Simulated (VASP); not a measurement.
# Hf2N (P4_2/mnm) in VASP: a series of runs

The runs below take Hf2N through single point, with PBEsol.

Program: VASP 6.6.1. These are calculated values, not measurements. Logs are shortened: lines on timing, memory, paths and dates and some standing lists are left out, and cuts for length are marked.

## (1) The cell of the first run

Symmetry: P4_2/mnm, No. 136, tetragonal system. The conventional cell has a = 5.296 Å, b = 5.296 Å, c = 3.227 Å, α = 90.00°, β = 90.00°, γ = 90.00°. Within 2.9 Å of Hf (site symmetry m2m) lie 3 N at 2.21 to 2.22 Å. N (site symmetry mmm) has 6 Hf at 2.21 to 2.22 Å within 2.9 Å.

## (2) Single point, PBEsol

Contents of INCAR:

```
SYSTEM = Hf2N
PREC = Accurate ; ENCUT = 520
EDIFF = 1E-6 ; ISMEAR = 0
SIGMA = 0.1 ; LREAL = .False.
LASPH = .True. ; NELM = 60
ALGO = Normal ; ISIF = 2
LWAVE = .False. ; LCHARG = .False.
GGA = PS ; NBANDS = 34
```

Contents of KPOINTS:

```
Automatic mesh
0
Gamma
  8 8 12
  0 0 0
```

Contents of POSCAR:

```
Hf2N
1.0
    5.2955389385      0.0000000000      0.0000000000
    0.0000000000      5.2955389385      0.0000000000
    0.0000000000      0.0000000000      3.2274489605
Hf N
4 2
Direct
    0.2954633036      0.2954633036      0.0000000000
    0.7045366964      0.7045366964      0.0000000000
    0.7954633036      0.2045366964      0.5000000000
    0.2045366964      0.7954633036      0.5000000000
    0.0000000000      0.0000000000      0.0000000000
    0.5000000000      0.5000000000      0.5000000000
```

Potentials or basis: VASP PAW PBE potentials, release 64 (Hf_pv, N).

On the command line:

```
> cat potpaw_PBE.64/Hf_pv/POTCAR potpaw_PBE.64/N/POTCAR > POTCAR
> mpirun -np 1 vasp_std > vasp.out
```

OUTCAR:

```text
SYSTEM = Hf2N
   PREC = Accurate
   ENCUT = 520
   EDIFF = 1E-6
   ISMEAR = 0
   LREAL = .False.
   LASPH = .True.
   NELM = 60
   ISIF = 2
   GGA = PS

 ion  position               nearest neighbor table
   1  0.295  0.295  0.000-   5 2.21   6 2.22   6 2.22   2 3.06   4 3.14   3 3.14   4 3.14   3 3.14
                             4 3.14   4 3.14   3 3.14   3 3.14   2 3.81   2 3.81
   2  0.705  0.705  0.000-   5 2.21   6 2.22   6 2.22   1 3.06   4 3.14   3 3.14   4 3.14   3 3.14
                             3 3.14   3 3.14   4 3.14   4 3.14   1 3.81   1 3.81
   3  0.795  0.205  0.500-   6 2.21   5 2.22   5 2.22   4 3.06   1 3.14   1 3.14   2 3.14   2 3.14
                             2 3.14   2 3.14   1 3.14   1 3.14   4 3.81   4 3.81
   4  0.205  0.795  0.500-   6 2.21   5 2.22   5 2.22   3 3.06   1 3.14   1 3.14   2 3.14   2 3.14
                             1 3.14   1 3.14   2 3.14   2 3.14   3 3.81   3 3.81
   5  0.000  0.000  0.000-   1 2.21   2 2.21   3 2.22   4 2.22   3 2.22   4 2.22
   6  0.500  0.500  0.500-   3 2.21   4 2.21   1 2.22   2 2.22   1 2.22   2 2.22

  LATTYP: Found a simple tetragonal cell.
 ALAT       =     5.2955389385
 C/A-ratio  =     0.6094656272

  Lattice vectors:

 A1 = (   5.2955389385,   0.0000000000,   0.0000000000)
 A2 = (   0.0000000000,   5.2955389385,   0.0000000000)
 A3 = (   0.0000000000,   0.0000000000,   3.2274489605)

Analysis of symmetry for initial positions (statically):
=====================================================================
 Subroutine PRICEL returns:
 Original cell was already a primitive cell.

 Routine SETGRP: Setting up the symmetry group for a
 simple tetragonal supercell.

 Subroutine GETGRP returns: Found 16 space group operations
 (whereof  8 operations were pure point group operations)
 out of a pool of 16 trial point group operations.

The static configuration has the point symmetry D_2h.
 The point group associated with its full space group is D_4h.

Analysis of symmetry for dynamics (positions and initial velocities):
=====================================================================
 Subroutine PRICEL returns:
 Original cell was already a primitive cell.

 Routine SETGRP: Setting up the symmetry group for a
 simple tetragonal supercell.

 Subroutine GETGRP returns: Found 16 space group operations
 (whereof  8 operations were pure point group operations)
 out of a pool of 16 trial point group operations.

[... 111 lines left out ...]
   EDIFFG = 0.1E-04   stopping-criterion for IOM
   NSW    =      0    number of steps for IOM
   IBRION =     -1    ionic relax: 0-MD 1-quasi-New 2-CG
   NFREE  =      0    steps in history (QN), initial steepest desc. (CG)
   ISIF   =      2    stress and relaxation
   ISYM   =      2    0-nonsym 1-usesym 2-fastsym
   POTIM  = 0.5000    time-step for ionic-motion
   TEBEG  =    0.0;   TEEND  =   0.0 temperature during run
   PSTRESS=    0.0 pullay stress
   NELECT =      50.0000    total number of electrons
   NUPDOWN=      -1.0000    fix difference up-down
   EMIN   =  10.00;   EMAX   =-10.00  energy-range for DOS
   EFERMI =   0.00;   METHOD = LEGACY
   ISMEAR =     0;   SIGMA  =   0.10  broadening in eV -4-tet -1-fermi 0-gaus
   EFERMI_NEDOS =   21; number of points for ismear=-14 and -15
   IALGO  =     38    algorithm
   IMIX   =      4    mixing-type and parameters
     AMIX     =   0.40;   BMIX     =  1.00
     AMIX_MAG =   1.60;   BMIX_MAG =  1.00
  volume/ion in A,a.u.               =      15.08       101.79
  Fermi-wavevector in a.u.,A,eV,Ry     =   1.343296  2.538461 24.550939  1.804443
  Thomas-Fermi vector in A             =   2.471381
   LORBIT       =      0    0 simple, 1 ext, 2 COOP (PROOUT), +10 PAW based schemes
   GGA     = PS    functional components
   LHFCALC =     F    Hartree Fock is set to
   AEXX    =    0.0000 exact exchange contribution
   IVDW    =     0    specifies the selected vdW correction
   LEPSILON=     F    determine dielectric tensor
   LRPA    =     F    only Hartree local field effects (RPA)
 non-spin polarized calculation
 Gauss-broadening in eV      SIGMA  =   0.10
  energy-cutoff  :      520.00
  volume of cell :       90.51
 maximum number of plane-waves:      2464
 NGX is ok and might be reduce to    40

 number of electron      50.0000007 magnetization

 Free energy of the ion-electron system (eV)
  ---------------------------------------------------
  ext. energy  EPLUGINS =         0.00000000
  ---------------------------------------------------
  free energy    TOTEN  =       -67.50399401 eV

  energy without entropy =      -67.49138185  energy(sigma->0) =      -67.49768793

 E-fermi :   5.8835     XC(G=0): -12.1599

 val. band max:        5.8508153554   @ k =   0.3750   0.3750   0.3333
 cond. band min:       5.8872621958   @ k =   0.2500   0.2500   0.3333
 fundamental gap:      0.0364468403
 Fermi energy:         5.8835137091

 k-point     1 :       0.0000    0.0000    0.0000
  band No.  band energies     occupation
      1     -25.2583      2.00000
      2     -24.7396      2.00000
      3     -24.6756      2.00000
      4     -24.6756      2.00000
      5     -24.4387      2.00000
      6     -24.2880      2.00000
[... 877 lines left out ...]
     33       9.9489      0.00000
     34       9.9490      0.00000

 [... further k-points ...]

------------------------ aborting loop because EDIFF is reached ----------------------------------------

  FORCE on cell =-STRESS in cart. coord.  units (eV):
  Direction    XX          YY          ZZ          XY          YZ          ZX
  --------------------------------------------------------------------------------------
  -------------------------------------------------------------------------------------
  Total       -0.5371426     -0.5371426     -0.6240948     -0.0000000      0.0000000      0.0000000
  in kB       -9.5086854     -9.5086854    -11.0479440     -0.0000000      0.0000000      0.0000000
  external PRESSURE =     -10.0217716 kB  Pullay stress =       0.0000000 kB

 VOLUME and BASIS-vectors are now :
 -----------------------------------------------------------------------------
  energy-cutoff  :      520.00
  volume of cell :       90.51
      direct lattice vectors                 reciprocal lattice vectors
     5.295538939  0.000000000  0.000000000     0.188838192  0.000000000  0.000000000
     0.000000000  5.295538939  0.000000000     0.000000000  0.188838192  0.000000000
     0.000000000  0.000000000  3.227448960     0.000000000  0.000000000  0.309842235

 POSITION                                       TOTAL-FORCE (eV/Angst)
 -----------------------------------------------------------------------------------
      1.56464      1.56464      0.00000         0.002094      0.002094      0.000000
      3.73090      3.73090      0.00000        -0.002094     -0.002094     -0.000000
      4.21241      1.08313      1.61372         0.002094     -0.002094     -0.000000
      1.08313      4.21241      1.61372        -0.002094      0.002094      0.000000
      0.00000      0.00000      0.00000         0.000000      0.000000     -0.000000
      2.64777      2.64777      1.61372         0.000000      0.000000     -0.000000
 -----------------------------------------------------------------------------------
    total drift:                                0.000000     -0.000000      0.000000

  FREE ENERGIE OF THE ION-ELECTRON SYSTEM (eV)
  ---------------------------------------------------
  free  energy   TOTEN  =       -67.5039940137 eV

  energy  without entropy=      -67.4913818457  energy(sigma->0) =      -67.49768793
```

OSZICAR:

```text
N       E                     dE             d eps       ncg     rms          rms(c)
DAV:   1     0.219333850656E+03    0.21933E+03   -0.27558E+04  7148   0.145E+03
DAV:   2    -0.597272998207E+02   -0.27906E+03   -0.26712E+03  8904   0.357E+02
DAV:   3    -0.739262072835E+02   -0.14199E+02   -0.13857E+02  9138   0.591E+01
DAV:   4    -0.741638837938E+02   -0.23768E+00   -0.23647E+00  8808   0.809E+00
DAV:   5    -0.741686519673E+02   -0.47682E-02   -0.47615E-02  9016   0.952E-01    0.105E+02
DAV:   6    -0.679182155311E+02    0.62504E+01   -0.33452E+01  8546   0.234E+01    0.736E+01
DAV:   7    -0.677013147638E+02    0.21690E+00   -0.52023E+00  8438   0.105E+01    0.186E+01
DAV:   8    -0.675145067871E+02    0.18681E+00   -0.79075E-01  8962   0.381E+00    0.282E+00
DAV:   9    -0.675082931085E+02    0.62137E-02   -0.15332E-01  8380   0.175E+00    0.280E+00
DAV:  10    -0.675041646556E+02    0.41285E-02   -0.31416E-02  8696   0.764E-01    0.933E-01
DAV:  11    -0.675041758186E+02   -0.11163E-04   -0.43207E-03  8712   0.303E-01    0.705E-01
DAV:  12    -0.675039925311E+02    0.18329E-03   -0.51641E-04  8542   0.100E-01    0.258E-01
DAV:  13    -0.675039938886E+02   -0.13575E-05   -0.97686E-05  8808   0.402E-02    0.925E-03
DAV:  14    -0.675039940137E+02   -0.12514E-06   -0.23523E-06  7088   0.823E-03
   1 F= -.67503994E+02 E0= -.67497688E+02  d E =-.126122E-01
```

stdout:

```text
POSCAR found type information on POSCAR HfN
 POSCAR found :  2 types and       6 ions
 scaLAPACK will be used
 -----------------------------------------------------------------------------
|                                                                             |
|                                                                             |
|     You enforced a specific xc type in the INCAR file but a different       |
|     I HOPE YOU KNOW WHAT YOU ARE DOING!                                     |
|                                                                             |
 -----------------------------------------------------------------------------

 LDA part: xc-table for (Slater+PW92), standard interpolation
 POSCAR, INCAR and KPOINTS ok, starting setup
 FFT: planning ... GRIDC
 FFT: planning ... GRID_SOFT
 FFT: planning ... GRID
 WAVECAR not read
 entering main loop
```

Wall time 2.7 min (1 thread of AMD EPYC 9R45 (Zen 5), shared host); peak memory 0.33 GiB.

Results:

* Free energy: -67.5040 eV
* Pressure: -1.0 GPa
* Band gap on the k mesh: zero (band 25 reaches 7.32 eV, above the bottom of band 26 at 4.62 eV)

Forces in eV/Å, atoms in the order of the input:
```
Hf   0.002  0.002  0.000
Hf  -0.002 -0.002  0.000
Hf   0.002 -0.002  0.000
Hf  -0.002  0.002  0.000
N    0.000  0.000  0.000
N    0.000  0.000  0.000
```

Levels at points of the mesh, in eV from the Fermi level:
```
           k point  band 22  band 23  band 24  band 25  band 26  band 27  band 28  band 29
(0.00, 0.00, 0.00)    -2.16    -0.10     0.79     1.05     1.12     1.12     1.57     1.78
(0.50, 0.00, 0.00)    -2.50    -1.08    -1.08     1.44     1.44     1.88     1.88     1.99
(0.50, 0.50, 0.00)    -1.78    -1.44    -1.44     1.05     1.05     1.52     1.52     1.84
(0.00, 0.00, 0.50)    -1.46    -1.27    -1.27    -1.26    -1.26     2.19     2.19     3.73
(0.50, 0.00, 0.50)    -1.98    -1.17    -1.17    -0.95    -0.95     1.78     1.78     3.86
(0.50, 0.50, 0.50)    -1.71    -0.87    -0.87    -0.55    -0.55     1.30     1.30     2.92
```

Caveat: the PAW data sets were made with another functional, which shifts forces and pressure a little; spin-orbit coupling is left out, which moves the levels of the heavy elements.

## (3) Single point, PBEsol

This run uses another cell than the first one, of the same volume but with other edges.

Contents of INCAR:

```
ALGO = Normal ; EDIFF = 1E-7
ENCUT = 520 ; GGA = PS
ISIF = 2 ; ISMEAR = 0
ISYM = 0 ; LASPH = True
LCHARG = False ; LREAL = False
LWAVE = False ; NBANDS = 34
NELM = 60 ; PREC = Accurate
SIGMA = 0.1
```

Contents of KPOINTS:

```
k-points
0
Gamma
  11 5 9
```

Contents of POSCAR:

```
Hf2N
1.0
    3.2274489605      0.0000000000      0.0000000000
    0.0000000000      7.4890229869      0.0000000000
    0.0000000000      3.7445114935      3.7445114935
Hf N
4 2
Direct
    0.0000000000      0.7045366964      0.5909266072
    0.0000000000      0.2954633036      0.4090733928
    0.5000000000      0.2045366964      0.0000000000
    0.5000000000      0.7954633036      0.0000000000
    0.0000000000      0.0000000000      0.0000000000
    0.5000000000      0.5000000000      0.0000000000
```

Potentials or basis: VASP PAW PBE potentials, release 64 (Hf_pv, N).

On the command line:

```
> cat potpaw_PBE.64/Hf_pv/POTCAR potpaw_PBE.64/N/POTCAR > POTCAR
> mpirun -np 1 vasp_std > vasp.out
```

OUTCAR:

```text
EDIFF = 1E-7
   ENCUT = 520
   GGA = PS
   ISIF = 2
   ISMEAR = 0
   ISYM = 0
   LASPH = True
   LREAL = False
   NELM = 60
   PREC = Accurate

 ion  position               nearest neighbor table
   1  0.000  0.705  0.591-   5 2.21   6 2.22   6 2.22   2 3.06   3 3.14   3 3.14   3 3.14   3 3.14
                             4 3.14   4 3.14   4 3.14   4 3.14   2 3.81   2 3.81
   2  0.000  0.295  0.409-   5 2.21   6 2.22   6 2.22   1 3.06   4 3.14   4 3.14   4 3.14   4 3.14
                             3 3.14   3 3.14   3 3.14   3 3.14   1 3.81   1 3.81
[... 1085 lines left out ...]
  Total       -0.6342333     -0.5227124     -0.4936903     -0.0000004     -0.0117310     -0.0000003
  in kB      -11.2274189     -9.2532364     -8.7394779     -0.0000077     -0.2076665     -0.0000054
  external PRESSURE =      -9.7400444 kB  Pullay stress =       0.0000000 kB

 VOLUME and BASIS-vectors are now :
 -----------------------------------------------------------------------------
  energy-cutoff  :      520.00
  volume of cell :       90.51
      direct lattice vectors                 reciprocal lattice vectors
     3.227448960  0.000000000  0.000000000     0.309842235  0.000000000  0.000000000
     0.000000000  7.489022987  0.000000000     0.000000000  0.133528766 -0.133528766
     0.000000000  3.744511494  3.744511494     0.000000000  0.000000000  0.267057533

 POSITION                                       TOTAL-FORCE (eV/Angst)
 -----------------------------------------------------------------------------------
      0.00000      7.48902      2.21273         0.000000     -0.000549      0.013488
      0.00000      3.74451      1.53178         0.000000      0.000575     -0.013487
      1.61372      1.53178      0.00000         0.000000     -0.041392      0.006716
      1.61372      5.95724      0.00000         0.000000      0.041374     -0.006719
      0.00000      0.00000      0.00000        -0.000000     -0.000070     -0.000003
      1.61372      3.74451      0.00000        -0.000000      0.000062      0.000004
 -----------------------------------------------------------------------------------
    total drift:                               -0.000001     -0.000012      0.000004

  FREE ENERGIE OF THE ION-ELECTRON SYSTEM (eV)
  ---------------------------------------------------
  free  energy   TOTEN  =       -67.5042274837 eV

  energy  without entropy=      -67.4908974238  energy(sigma->0) =      -67.49756245
```

stdout:

```text
POSCAR found type information on POSCAR HfN
 POSCAR found :  2 types and       6 ions
 scaLAPACK will be used
 -----------------------------------------------------------------------------
|                                                                             |
|                                                                             |
[... 21 lines left out ...]
|     Results are often still useful ...                                      |
|                                                                             |
 -----------------------------------------------------------------------------

 POSCAR, INCAR and KPOINTS ok, starting setup
 FFT: planning ... GRIDC
 FFT: planning ... GRID_SOFT
 FFT: planning ... GRID
 WAVECAR not read
 entering main loop
```

It took 9 min on 1 thread of AMD EPYC 9R45 (Zen 5), shared host; peak memory 0.63 GiB.

Results:

| Item | Value |
| --- | --- |
| Free energy | -67.5042 eV |
| Pressure | -1.0 GPa |
| Largest force | 0.042 eV/Å |
| Band gap on the k mesh | zero (band 25 reaches 7.23 eV, above the bottom of band 26 at 4.69 eV) |

Forces in eV/Å, atoms in the order of the input:
```
Hf   0.000 -0.001  0.013
Hf   0.000  0.001 -0.013
Hf   0.000 -0.041  0.007
Hf   0.000  0.041 -0.007
N    0.000  0.000  0.000
N    0.000  0.000  0.000
```

Stress tensor (GPa, compression positive):
```
-1.12  0.00  0.00
 0.00 -0.93 -0.02
 0.00 -0.02 -0.87
```

Caveat: the PAW data sets were made with another functional, which shifts forces and pressure a little; spin-orbit coupling is left out, which moves the levels of the heavy elements.
